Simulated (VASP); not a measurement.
## ScF3: single point with LDA

ScF3:

```
Sc F
1.0
     3.99903    0.00000    0.00000
     0.00000    3.99903    0.00000
     0.00000    0.00000    3.99903
Sc F
1 3
Direct
  0.00000 0.00000 0.00000
  0.50000 0.00000 0.00000
  0.00000 0.50000 0.00000
  0.00000 0.00000 0.50000
```

This cell differs from its parent crystal: volume scaled by 0.99.

```json
{
  "Program": "VASP 6.6.1",
  "Task": "single point",
  "Functional": "LDA",
  "Potentials or basis": "VASP PAW LDA potentials, release 64 (Sc_sv, F)",
  "Cutoff": "520 eV",
  "k mesh": "6 × 6 × 6",
  "Occupations": "fermi-dirac, width 0.02 eV",
  "Spin": "no spin polarisation"
}
```

* Pressure: -1.3 GPa
* Band gap on the k mesh: 6.24 eV, indirect (least direct gap 6.77 eV)

Levels at points of the mesh, in eV from the valence-band top:
| k point | band 13 | band 14 | band 15 | band 16 | band 17 | band 18 | band 19 | band 20 |
| --- | --- | --- | --- | --- | --- | --- | --- | --- |
| (0.00, 0.00, 0.00) | -0.60 | -0.53 | -0.53 | -0.53 | 6.24 | 6.24 | 6.24 | 7.63 |
| (0.50, 0.00, 0.00) | -1.20 | -0.73 | -0.55 | -0.55 | 6.28 | 7.18 | 7.18 | 8.08 |
| (0.50, 0.50, 0.00) | -1.17 | -0.98 | -0.98 | -0.01 | 7.22 | 7.22 | 7.88 | 8.74 |
| (0.50, 0.50, 0.50) | -2.35 | 0.00 | 0.00 | 0.00 | 7.93 | 7.93 | 7.93 | 10.91 |

It took 17 s on 1 thread of AMD EPYC 7R13 Processor (Zen 3), with other jobs on the host, peak memory 0.13 GiB.

 A k mesh can miss the band edges.
